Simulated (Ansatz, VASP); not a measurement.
# BaTiO3: VASP beside Ansatz

```xyz
5
Lattice="4.1198 0.0000 0.0000 0.0000 4.1198 0.0000 0.0000 0.0000 4.0180" Properties=species:S:1:pos:R:3 pbc="T T T"
Ba    0.0000    0.0000    0.0000
Ti    2.0599    2.0599    2.0090
O     2.0599    2.0599    0.0000
O     2.0599    0.0000    2.0090
O     0.0000    2.0599    2.0090
```

Change from the starting cell: equal xx and yy strain of +3 %.

Alike in both runs: task single point; functional PBEsol; k mesh 7 × 7 × 7; occupations fermi-dirac, width 0.03 eV; no spin polarisation.

|  | VASP | Ansatz |
| --- | --- | --- |
| version | VASP 6.6.1 | Ansatz 0.2.0 |
| potentials or method | VASP PAW PBE potentials, release 64 (Ba_sv, Ti_sv, O), cutoff 520 eV | all-electron LAPW, scalar-relativistic |

Ansatz gave:

```
gap on the k mesh at the Fermi level (eV)                     : 1.66
pressure (GPa)                                                : -12.6
traceless stress, the component that is largest in VASP (GPa) : 2.34
```

**Question.** What did VASP give for the same quantities?

**Answer.** gap on the k mesh at the Fermi level (eV): 1.61; pressure (GPa): -11.2; traceless stress, the component that is largest in VASP (GPa): 2.43.

VASP's potentials were made for PBE, not for PBEsol. Ansatz ran all-electron here, and VASP with PAW potentials.

Spin-orbit coupling is off throughout.
